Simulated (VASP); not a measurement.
# AlO2 (Cmcm) in VASP: a series of runs, part 2 of 2

VASP 6.6.1.

## (5) Single point, PBE, collinear spin

This run uses another cell than the first one, of 9.77 Å³/atom.

INCAR reads:

```
PREC     = Accurate       # precision mode
ENCUT    = 600            # plane-wave cutoff, eV
EDIFF    = 1E-6           # SCF threshold, eV
ISMEAR   = 0              # smearing method
SIGMA    = 0.1            # smearing width, eV
LREAL    = F              # projectors in reciprocal space
LASPH    = T              # aspherical terms in the spheres
NELM     = 200            # most SCF steps
ALGO     = Normal         # electronic algorithm
ISIF     = 2              # what is computed and relaxed
LWAVE    = F              # write WAVECAR
LCHARG   = T              # write CHGCAR
ISPIN    = 2              # spin polarisation
MAGMOM   = 0 0 0 0 2.5 2.5 # initial moments
LORBIT   = 11             # projections on sites
GGA      = PE             # functional
LVHAR    = T            
NBANDS   = 28             # bands
GGA_COMPAT= F            
KPAR     = 4
```

KPOINTS reads:

```
Automatic mesh
0
Gamma
  12 12 10
```

POSCAR reads:

```
AlO2
1.0
    1.4881620000     -5.4028330000      0.0000000000
    1.4881620000      5.4028330000      0.0000000000
    0.0000000000      0.0000000000      3.6466120000
Al O
2 4
Direct
    0.3318670000      0.6681330000      0.2500000000
    0.6681330000      0.3318670000      0.7500000000
    0.7058160000      0.2941840000      0.2500000000
    0.2941840000      0.7058160000      0.7500000000
    0.9389280000      0.0610720000      0.2500000000
    0.0610720000      0.9389280000      0.7500000000
```

Potentials or basis: VASP PAW PBE potentials, release 64 (Al, O).

The run is started by

```
> cat potpaw_PBE.64/Al/POTCAR potpaw_PBE.64/O/POTCAR > POTCAR
> mpirun -np 4 vasp_std > vasp.out
```

OUTCAR:

```text
PREC = Accurate
   ENCUT = 600
   EDIFF = 1E-6
   ISMEAR = 0
   LREAL = F
   LASPH = T
   NELM = 200
   ISIF = 2
   ISPIN = 2
   LORBIT = 11
   GGA = PE

 ion  position               nearest neighbor table
   1  0.332  0.668  0.250-   4 1.87   4 1.87   5 1.88   5 1.88   3 2.02   3 2.02   2 2.94   2 2.94
                             2 2.94   2 2.94
   2  0.668  0.332  0.750-   3 1.87   3 1.87   6 1.88   6 1.88   4 2.02   4 2.02   1 2.94   1 2.94
                             1 2.94   1 2.94
   3  0.706  0.294  0.250-   2 1.87   2 1.87   1 2.02   1 2.02
   4  0.294  0.706  0.750-   1 1.87   1 1.87   2 2.02   2 2.02
   5  0.939  0.061  0.250-   1 1.88   1 1.88
   6  0.061  0.939  0.750-   2 1.88   2 1.88

  LATTYP: Found a base centered orthorhombic cell.
 ALAT       =     2.9763240000
 B/A-ratio  =     3.6305408954
 C/A-ratio  =     1.2252066643

  Lattice vectors:

 A1 = (   1.4881620000,  -5.4028330000,   0.0000000000)
 A2 = (   1.4881620000,   5.4028330000,   0.0000000000)
 A3 = (   0.0000000000,   0.0000000000,   3.6466120000)

Analysis of symmetry for initial positions (statically):
=====================================================================
 Subroutine PRICEL returns:
 Original cell was already a primitive cell.

 Routine SETGRP: Setting up the symmetry group for a
 base centered orthorhombic supercell.

 Subroutine GETGRP returns: Found  8 space group operations
 (whereof  4 operations were pure point group operations)
 out of a pool of  8 trial point group operations.

The static configuration has the point symmetry C_2h.
 The point group associated with its full space group is D_2h.

Analysis of symmetry for dynamics (positions and initial velocities):
=====================================================================
 Subroutine PRICEL returns:
 Original cell was already a primitive cell.

 Routine SETGRP: Setting up the symmetry group for a
 base centered orthorhombic supercell.

 Subroutine GETGRP returns: Found  8 space group operations
[... 186 lines left out ...]
  band No.  band energies     occupation
      1     -15.5478      1.00000
      2     -13.7752      1.00000
      3     -13.2254      1.00000
      4     -12.4191      1.00000
      5      -2.0105      1.00000
      6      -0.7106      1.00000
[... 709 lines left out ...]
     26      19.4734      0.00000
     27      19.6429      0.00000

 [... further k-points ...]

 spin component 2

 k-point     1 :       0.0000    0.0000    0.0000
  band No.  band energies     occupation
      1     -15.1404      1.00000
      2     -12.7619      1.00000
      3     -12.3130      1.00000
      4     -11.8637      1.00000
      5      -1.8175      1.00000
      6      -0.0991      1.00000
[... 709 lines left out ...]
     26      19.6942      0.00000
     27      19.8146      0.00000

 [... further k-points ...]

 [bands above 27 left out]

------------------------ aborting loop because EDIFF is reached ----------------------------------------

  FORCE on cell =-STRESS in cart. coord.  units (eV):
  Direction    XX          YY          ZZ          XY          YZ          ZX
  --------------------------------------------------------------------------------------
  -------------------------------------------------------------------------------------
  Total       -0.1801202     -0.3414403     -0.2396443      0.0000000     -0.0000000      0.0000000
  in kB       -4.9213204     -9.3289788     -6.5476642      0.0000000     -0.0000000      0.0000000
  external PRESSURE =      -6.9326545 kB  Pullay stress =       0.0000000 kB

 VOLUME and BASIS-vectors are now :
 -----------------------------------------------------------------------------
  energy-cutoff  :      600.00
  volume of cell :       58.64
      direct lattice vectors                 reciprocal lattice vectors
     1.488162000 -5.402833000  0.000000000     0.335984926 -0.092544041  0.000000000
     1.488162000  5.402833000  0.000000000     0.335984926  0.092544041  0.000000000
     0.000000000  0.000000000  3.646612000     0.000000000  0.000000000  0.274227146

 POSITION                                       TOTAL-FORCE (eV/Angst)
 -----------------------------------------------------------------------------------
      1.48816      1.81679      0.91165         0.000000      0.011387     -0.000000
      1.48816     -1.81679      2.73496         0.000000     -0.011387      0.000000
      1.48816     -2.22398      0.91165         0.000000     -0.016972      0.000000
      1.48816      2.22398      2.73496         0.000000      0.016972      0.000000
      1.48816     -4.74291      0.91165         0.000000      0.034370      0.000000
      1.48816      4.74291      2.73496         0.000000     -0.034370     -0.000000
 -----------------------------------------------------------------------------------
    total drift:                                0.000000     -0.000000     -0.000000

  FREE ENERGIE OF THE ION-ELECTRON SYSTEM (eV)
  ---------------------------------------------------
  free  energy   TOTEN  =       -39.9068676153 eV

  energy  without entropy=      -39.9031080058  energy(sigma->0) =      -39.90498781

 total charge

# of ion       s       p       d       tot
------------------------------------------
    1        0.309   0.389   0.000   0.698
    2        0.309   0.389   0.000   0.698
    3        1.551   3.596   0.000   5.148
    4        1.551   3.596   0.000   5.148
    5        1.582   3.313   0.000   4.895
    6        1.582   3.313   0.000   4.895
--------------------------------------------------
tot          6.885  14.596   0.000  21.481

 magnetization (x)

# of ion       s       p       d       tot
------------------------------------------
    1       -0.005  -0.002   0.000  -0.007
    2       -0.005  -0.002   0.000  -0.007
    3        0.002   0.096   0.000   0.098
    4        0.002   0.096   0.000   0.098
    5        0.023   0.704   0.000   0.727
    6        0.023   0.704   0.000   0.727
--------------------------------------------------
tot          0.040   1.596   0.000   1.636
```

It took 7.6 min on 4 MPI ranks of Intel Xeon Platinum 8488C (Sapphire Rapids), shared host; peak memory 0.79 GiB.

What came out:

```yaml
Free_energy: -39.9069 eV
Pressure: -0.7 GPa
Largest_force: 0.034 eV/Å
Net_moment: 1.92 μB per cell
Site_moments: Al -0.01; O +0.10, +0.73 (each value once) μB
Valence_electrons_inside_the_program's_atomic_spheres: Al 0.70; O 5.15, 4.89 (each value once)
```

Forces in eV/Å, atoms in the order of the input:
```
Al   0.000  0.011  0.000
Al   0.000 -0.011  0.000
O    0.000 -0.017  0.000
O    0.000  0.017  0.000
O    0.000  0.034  0.000
O    0.000 -0.034  0.000
```

Levels at points of the mesh, in eV from the Fermi level:
Spin up:
```tsv
k point	band 14	band 15	band 16	band 17	band 18	band 19
(0.00, 0.00, 0.00)	-0.42	-0.25	-0.18	6.08	8.74	10.11
(0.50, 0.00, 0.00)	-1.04	-0.82	-0.71	10.10	10.25	11.66
(0.50, 0.50, 0.00)	-1.38	-0.64	-0.19	7.53	7.75	9.18
(0.00, 0.00, 0.50)	-1.07	-0.78	-0.78	8.83	8.83	9.89
(0.50, 0.00, 0.50)	-1.10	-0.36	-0.36	10.44	10.44	11.88
(0.50, 0.50, 0.50)	-1.49	-0.11	-0.11	9.01	9.01	10.13
```
Spin down:
| k point | band 11 | band 12 | band 13 | band 14 | band 15 | band 16 | band 17 | band 18 |
| --- | --- | --- | --- | --- | --- | --- | --- | --- |
| (0.00, 0.00, 0.00) | -1.51 | -1.13 | -0.83 | -0.04 | 0.91 | 1.31 | 6.33 | 8.78 |
| (0.50, 0.00, 0.00) | -1.82 | -1.36 | -1.27 | -0.47 | 0.27 | 1.33 | 10.26 | 10.38 |
| (0.50, 0.50, 0.00) | -1.17 | -0.84 | -0.80 | -0.73 | -0.03 | 1.35 | 7.75 | 8.08 |
| (0.00, 0.00, 0.50) | -1.32 | -1.32 | -0.37 | -0.37 | 0.94 | 0.94 | 9.09 | 9.09 |
| (0.50, 0.00, 0.50) | -1.65 | -1.65 | -0.74 | -0.74 | 1.32 | 1.32 | 10.57 | 10.57 |
| (0.50, 0.50, 0.50) | -1.66 | -1.66 | -1.22 | -1.22 | 1.46 | 1.46 | 9.30 | 9.30 |

## (6) Overview

```csv
spin,cell,k mesh,cutoff (eV),gap on the mesh (eV),pressure (GPa),moment (μB),largest force (eV/Å)
off,"a = 5.208, b = 5.208, c = 3.629 Å, angles 90.0, 90.0, 147.2°, 6 atoms, atomic positions A",12 × 12 × 10,520,none,-0.1,-,0.01
off,"a = 5.604, b = 5.604, c = 3.647 Å, angles 90.0, 90.0, 149.2°, 6 atoms, atomic positions B",12 × 12 × 10,520,none,-1.3,-,0.72
collinear,"a = 5.604, b = 5.604, c = 3.647 Å, angles 90.0, 90.0, 149.2°, 6 atoms, atomic positions B",6 × 6 × 6,520,none,-0.4,1.94,0.05
collinear,"a = 5.604, b = 5.604, c = 3.647 Å, angles 90.0, 90.0, 149.2°, 6 atoms, atomic positions B",12 × 12 × 10,600,none,-0.7,1.92,0.03
```

Alike in all rows: task single point; level PBE; potentials or basis VASP PAW PBE potentials, release 64 (Al, O); smearing gaussian 0.1 eV.

Caveats: some runs use coarse meshes.

Absolute energies hang on the potentials; compare differences alone.
